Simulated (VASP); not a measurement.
# CdF2 (Fm-3m) in VASP: notebook

Runs on CdF2. Level: r2SCAN. Tasks: single point.

Everything below comes from runs of VASP 6.6.1. Logs are shortened: lines on timing, memory, paths and dates and some standing lists are left out, and cuts for length are marked.

**1. The cell of the first run**

Symmetry: Fm-3m, No. 225, cubic system. The conventional cell has a = 5.352 Å, b = 5.352 Å, c = 5.352 Å, α = 90.00°, β = 90.00°, γ = 90.00°. Within 3.1 Å of Cd (site symmetry m-3m) lie 8 F at 2.32 Å. Within 3.1 Å of F (site symmetry -43m) lie 4 Cd at 2.32 Å and 6 F at 2.68 Å.

**2. Single point, r2SCAN**

POSCAR

```
CdF2
1.0
    0.0000000000      2.6759189183      2.6759189183
    2.6759189183      0.0000000000      2.6759189183
    2.6759189183      2.6759189183      0.0000000000
Cd F
1 2
Direct
    0.0000000000      0.0000000000      0.0000000000
    0.7500000000      0.7500000000      0.7500000000
    0.2500000000      0.2500000000      0.2500000000
```

INCAR.step1

```
SYSTEM = CdF2
ALGO = Normal ; EDIFF = 1E-4
ENCUT = 520 ; GGA = PE
ISMEAR = -1 ; LASPH = .True.
LCHARG = .False. ; LREAL = .False.
LWAVE = .True. ; NBANDS = 20
NELM = 80 ; PREC = Accurate
SIGMA = 0.05
```

INCAR.step2

```
SYSTEM = CdF2
ALGO = Normal ; EDIFF = 1E-6
ENCUT = 520 ; ISIF = 2
ISMEAR = -1 ; ISTART = 1
LASPH = .True. ; LCHARG = .True.
LELF = .True. ; LMIXTAU = .True.
LREAL = .False. ; LVHAR = .True.
LWAVE = .False. ; METAGGA = R2SCAN
NBANDS = 20 ; NELM = 80
PREC = Accurate ; SIGMA = 0.05
```

KPOINTS

```
k-points
0
Gamma
  9 9 9
  0 0 0
```

Potentials or basis: VASP PAW PBE potentials, release 64 (Cd, F).

Launch:

```sh
$ cat potpaw_PBE.64/Cd/POTCAR potpaw_PBE.64/F/POTCAR > POTCAR
$ cp INCAR.step1 INCAR
$ mpirun -np 1 vasp_std > vasp.out
$ cp INCAR.step2 INCAR
$ mpirun -np 1 vasp_std > vasp.out
```

OUTCAR:

```text
SYSTEM = CdF2
   EDIFF = 1E-6
   ENCUT = 520
   ISIF = 2
   ISMEAR = -1
   ISTART = 1
   LASPH = .True.
   LREAL = .False.
   METAGGA = R2SCAN
   NELM = 80
   PREC = Accurate

 ion  position               nearest neighbor table
   1  0.000  0.000  0.000-   2 2.32   3 2.32   2 2.32   2 2.32   2 2.32   3 2.32   3 2.32   3 2.32

   2  0.750  0.750  0.750-   1 2.32   1 2.32   1 2.32   1 2.32
   3  0.250  0.250  0.250-   1 2.32   1 2.32   1 2.32   1 2.32

  LATTYP: Found a face centered cubic cell.
 ALAT       =     5.3518378366

  Lattice vectors:

 A1 = (   0.0000000000,   2.6759189183,   2.6759189183)
 A2 = (   2.6759189183,   0.0000000000,   2.6759189183)
 A3 = (   2.6759189183,   2.6759189183,   0.0000000000)

Analysis of symmetry for initial positions (statically):
=====================================================================
 Subroutine PRICEL returns:
 Original cell was already a primitive cell.

 Routine SETGRP: Setting up the symmetry group for a
 face centered cubic supercell.

 Subroutine GETGRP returns: Found 48 space group operations
[... 9 lines left out ...]

 Routine SETGRP: Setting up the symmetry group for a
 face centered cubic supercell.

 Subroutine GETGRP returns: Found 48 space group operations
[... 11 lines left out ...]
                                     Primitive cell

  volume of cell :      38.3221

  direct lattice vectors                    reciprocal lattice vectors
     0.000000000  2.675918918  2.675918918    -0.186851700  0.186851700  0.186851700
     2.675918918  0.000000000  2.675918918     0.186851700 -0.186851700  0.186851700
     2.675918918  2.675918918  0.000000000     0.186851700  0.186851700 -0.186851700

  length of vectors
     3.784320826  3.784320826  3.784320826     0.323636639  0.323636639  0.323636639

  position of ions in fractional coordinates (direct lattice)
     0.000000000  0.000000000  0.000000000
     0.750000000  0.750000000  0.750000000
     0.250000000  0.250000000  0.250000000

  ion indices of the primitive-cell ions
   primitive index   ion index
                 1           1
                 2           2
                 3           3

----------------------------------------------------------------------------------------

 KPOINTS: k-points

Automatic generation of k-mesh.
 Grid dimensions read from file:
 generate k-points for:    9    9    9

 Generating k-lattice:

  Cartesian coordinates                     Fractional coordinates (reciprocal lattice)
    -0.020761300  0.020761300  0.020761300     0.111111111  0.000000000  0.000000000
     0.020761300 -0.020761300  0.020761300     0.000000000  0.111111111  0.000000000
     0.020761300  0.020761300 -0.020761300     0.000000000  0.000000000  0.111111111

  Length of vectors
     0.035959627  0.035959627  0.035959627

  Shift w.r.t. Gamma in fractional coordinates (k-lattice)
     0.000000000  0.000000000  0.000000000

 Subroutine IBZKPT returns following result:
 ===========================================

 Found     35 irreducible k-points:

 Following reciprocal coordinates:
            Coordinates               Weight
  0.000000  0.000000  0.000000      1.000000
  0.111111  0.000000  0.000000      8.000000
  0.222222  0.000000  0.000000      8.000000
  0.333333  0.000000  0.000000      8.000000
  0.444444  0.000000  0.000000      8.000000
  0.111111  0.111111  0.000000      6.000000
[... 16 lines left out ...]
 -0.333333  0.333333  0.000000     12.000000
  0.444444  0.444444  0.000000      6.000000
 [... further k-points ...]
   k-points           NKPTS =     35   k-points in BZ     NKDIM =     35   number of bands    NBANDS=     20
   number of dos      NEDOS =    301   number of ions     NIONS =      3
   total plane-waves  NPLWV =  21952
   dimension x,y,z NGX =    28 NGY =   28 NGZ =   28
   dimension x,y,z NGXF=    56 NGYF=   56 NGZF=   56
   ions per type =               1   2
   NGX,Y,Z   is equivalent  to a cutoff of  12.30, 12.30, 12.30 a.u.
   NGXF,Y,Z  is equivalent  to a cutoff of  24.60, 24.60, 24.60 a.u.
 SYSTEM =  CdF2
   PREC   = accura    normal or accurate (medium, high low for compatibility)
   ISTART =      1    job   : 0-new  1-cont  2-samecut
   ICHARG =      0    charge: 1-file 2-atom 10-const
   ISPIN  =      1    spin polarized calculation?
   LNONCOLLINEAR =      F non collinear calculations
   LSORBIT =      F    spin-orbit coupling
   LASPH  =      T    aspherical Exc in radial PAW
   ENCUT  =  520.0 eV  38.22 Ry    6.18 a.u.   7.04  7.04  7.04*2*pi/ulx,y,z
   NELM   =     80;   NELMIN=  2; NELMDL=  0     # of ELM steps
   EDIFF  = 0.1E-05   stopping-criterion for ELM
   LREAL  =      F    real-space projection
   EDIFFG = 0.1E-04   stopping-criterion for IOM
   NSW    =      0    number of steps for IOM
   IBRION =     -1    ionic relax: 0-MD 1-quasi-New 2-CG
   NFREE  =      0    steps in history (QN), initial steepest desc. (CG)
   ISIF   =      2    stress and relaxation
   ISYM   =      2    0-nonsym 1-usesym 2-fastsym
   POTIM  = 0.5000    time-step for ionic-motion
   TEBEG  =    0.0;   TEEND  =   0.0 temperature during run
   PSTRESS=    0.0 pullay stress
   NELECT =      26.0000    total number of electrons
   NUPDOWN=      -1.0000    fix difference up-down
   EMIN   =  10.00;   EMAX   =-10.00  energy-range for DOS
   EFERMI =   0.00;   METHOD = LEGACY
   ISMEAR =    -1;   SIGMA  =   0.05  broadening in eV -4-tet -1-fermi 0-gaus
   EFERMI_NEDOS =   21; number of points for ismear=-14 and -15
   IALGO  =     38    algorithm
   IMIX   =      4    mixing-type and parameters
     AMIX     =   0.40;   BMIX     =  1.00
     AMIX_MAG =   1.60;   BMIX_MAG =  1.00
  volume/ion in A,a.u.               =      12.77        86.20
  Fermi-wavevector in a.u.,A,eV,Ry     =   1.438521  2.718411 28.155133  2.069344
  Thomas-Fermi vector in A             =   2.557479
   LORBIT       =      0    0 simple, 1 ext, 2 COOP (PROOUT), +10 PAW based schemes
   METAGGA = R2SCAN    functional components
   LHFCALC =     F    Hartree Fock is set to
   AEXX    =    0.0000 exact exchange contribution
   IVDW    =     0    specifies the selected vdW correction
   LEPSILON=     F    determine dielectric tensor
   LRPA    =     F    only Hartree local field effects (RPA)
 non-spin polarized calculation
  energy-cutoff  :      520.00
  volume of cell :       38.32
 maximum number of plane-waves:      1044
   NGX = 15   NGY = 15   NGZ = 15

 number of electron      26.0000004 magnetization

 Free energy of the ion-electron system (eV)
  ---------------------------------------------------
  ext. energy  EPLUGINS =         0.00000000
  ---------------------------------------------------
  free energy    TOTEN  =       -33.70664264 eV

  energy without entropy =      -33.70664264  energy(sigma->0) =      -33.70664264

 E-fermi :  -0.6247     XC(G=0): -11.1666

 val. band max:       -1.7429817248   @ k =  -0.3333   0.4444   0.2222
 cond. band min:       2.1103775922   @ k =   0.0000   0.0000   0.0000
 fundamental gap:      3.8533593169
 Fermi energy:        -0.6246534101

 k-point     1 :       0.0000    0.0000    0.0000
  band No.  band energies     occupation
      1     -23.7691      2.00000
      2     -22.6476      2.00000
      3      -7.4105      2.00000
      4      -7.4104      2.00000
      5      -7.4104      2.00000
      6      -6.0768      2.00000
[... 12 lines left out ...]
     19      19.3040      0.00000
     20      19.3040      0.00000

 k-point     2 :       0.1111    0.0000    0.0000
  band No.  band energies     occupation
      1     -23.7295      2.00000
      2     -22.6826      2.00000
      3      -7.3599      2.00000
      4      -7.3598      2.00000
      5      -7.2697      2.00000
      6      -6.0939      2.00000
[... 12 lines left out ...]
     19      18.9679      0.00000
     20      18.9679      0.00000

 k-point     3 :       0.2222    0.0000    0.0000
  band No.  band energies     occupation
      1     -23.6196      2.00000
      2     -22.7823      2.00000
      3      -7.2351      2.00000
      4      -7.2350      2.00000
      5      -6.8808      2.00000
      6      -6.1170      2.00000
[... 12 lines left out ...]
     19      18.3346      0.00000
     20      18.6590      0.00000

 k-point     4 :       0.3333    0.0000    0.0000
  band No.  band energies     occupation
      1     -23.4624      2.00000
      2     -22.9260      2.00000
      3      -7.1098      2.00000
      4      -7.1097      2.00000
      5      -6.3451      2.00000
      6      -6.0883      2.00000
[... 12 lines left out ...]
     19      17.7805      0.00000
     20      18.5695      0.00000

 k-point     5 :       0.4444    0.0000    0.0000
  band No.  band energies     occupation
      1     -23.2866      2.00000
      2     -23.0907      2.00000
      3      -7.0471      2.00000
      4      -7.0471      2.00000
      5      -6.0182      2.00000
      6      -6.0182      2.00000
[... 12 lines left out ...]
     19      17.4447      0.00000
     20      18.0721      0.00000

 k-point     6 :       0.1111    0.1111    0.0000
  band No.  band energies     occupation
      1     -23.7170      2.00000
      2     -22.6934      2.00000
      3      -7.3378      2.00000
      4      -7.3378      2.00000
      5      -7.2298      2.00000
      6      -6.1475      2.00000
[... 12 lines left out ...]
     19      18.6669      0.00000
     20      19.4324      0.00000

 k-point     7 :       0.2222    0.1111    0.0000
  band No.  band energies     occupation
      1     -23.6331      2.00000
      2     -22.7683      2.00000
      3      -7.2286      2.00000
      4      -7.2273      2.00000
      5      -6.9338      2.00000
      6      -6.2264      2.00000
[... 12 lines left out ...]
     19      19.2267      0.00000
     20      19.5905      0.00000
[... 277 lines left out ...]
 k-point    20 :       0.3333    0.3333    0.0000
  band No.  band energies     occupation
      1     -23.4225      2.00000
      2     -22.9375      2.00000
      3      -6.8094      2.00000
      4      -6.7820      2.00000
      5      -6.7820      2.00000
      6      -6.2017      2.00000
[... 12 lines left out ...]
     19      19.9683      0.00000
     20      20.3808      0.00000

 k-point    21 :       0.4444    0.3333    0.0000
  band No.  band energies     occupation
      1     -23.3405      2.00000
      2     -23.0047      2.00000
      3      -6.9737      2.00000
      4      -6.6207      2.00000
      5      -6.5496      2.00000
      6      -5.9874      2.00000
[... 12 lines left out ...]
     19      19.8075      0.00000
     20      20.4581      0.00000

 k-point    22 :      -0.4444    0.3333    0.0000
  band No.  band energies     occupation
      1     -23.2510      2.00000
      2     -23.0873      2.00000
      3      -6.9772      2.00000
      4      -6.5469      2.00000
      5      -6.3024      2.00000
      6      -6.0892      2.00000
[... 12 lines left out ...]
     19      20.0090      0.00000
     20      20.4302      0.00000

 k-point    23 :      -0.3333    0.3333    0.0000
  band No.  band energies     occupation
      1     -23.1825      2.00000
      2     -23.1618      2.00000
      3      -6.9272      2.00000
      4      -6.6018      2.00000
      5      -6.2310      2.00000
      6      -6.0922      2.00000
[... 12 lines left out ...]
     19      18.7107      0.00000
     20      21.3668      0.00000

 k-point    24 :       0.4444    0.4444    0.0000
  band No.  band energies     occupation
      1     -23.3145      2.00000
      2     -23.0185      2.00000
      3      -7.1412      2.00000
      4      -6.4335      2.00000
      5      -6.4335      2.00000
      6      -5.9630      2.00000
[... 12 lines left out ...]
     19      19.1193      0.00000
     20      20.9143      0.00000

 [... further k-points ...]
[... 5 lines left out ...]
  --------------------------------------------------------------------------------------
  -------------------------------------------------------------------------------------
  Total        0.8481188      0.8481188      0.8481188      0.0000000      0.0000000      0.0000000
  in kB       35.4583433     35.4583433     35.4583433      0.0000000      0.0000000      0.0000000
  external PRESSURE =      35.4583433 kB  Pullay stress =       0.0000000 kB

 VOLUME and BASIS-vectors are now :
 -----------------------------------------------------------------------------
  energy-cutoff  :      520.00
  volume of cell :       38.32
      direct lattice vectors                 reciprocal lattice vectors
     0.000000000  2.675918918  2.675918918    -0.186851700  0.186851700  0.186851700
     2.675918918  0.000000000  2.675918918     0.186851700 -0.186851700  0.186851700
     2.675918918  2.675918918  0.000000000     0.186851700  0.186851700 -0.186851700

 POSITION                                       TOTAL-FORCE (eV/Angst)
 -----------------------------------------------------------------------------------
      0.00000      0.00000      0.00000         0.000000      0.000000      0.000000
      4.01388      4.01388      4.01388         0.000000      0.000000      0.000000
      1.33796      1.33796      1.33796        -0.000000     -0.000000     -0.000000
 -----------------------------------------------------------------------------------
    total drift:                                0.000000      0.000000      0.000000

  FREE ENERGIE OF THE ION-ELECTRON SYSTEM (eV)
  ---------------------------------------------------
  free  energy   TOTEN  =       -33.7066426357 eV

  energy  without entropy=      -33.7066426357  energy(sigma->0) =      -33.70664264
```

Wall time 2.7 min (1 thread of AMD EPYC 7R43 (Zen 3), shared host); peak memory 0.14 GiB.

Results:

```yaml
Free_energy: -33.7066 eV
Pressure: 3.5 GPa
Band_gap_on_the_k_mesh: 3.85 eV, indirect (least direct gap 4.30 eV)
```

Caveat: the PAW data sets were made with another functional, which shifts forces and pressure a little. A k mesh can miss the band edges.

(Part 1 of 2 ends here.)
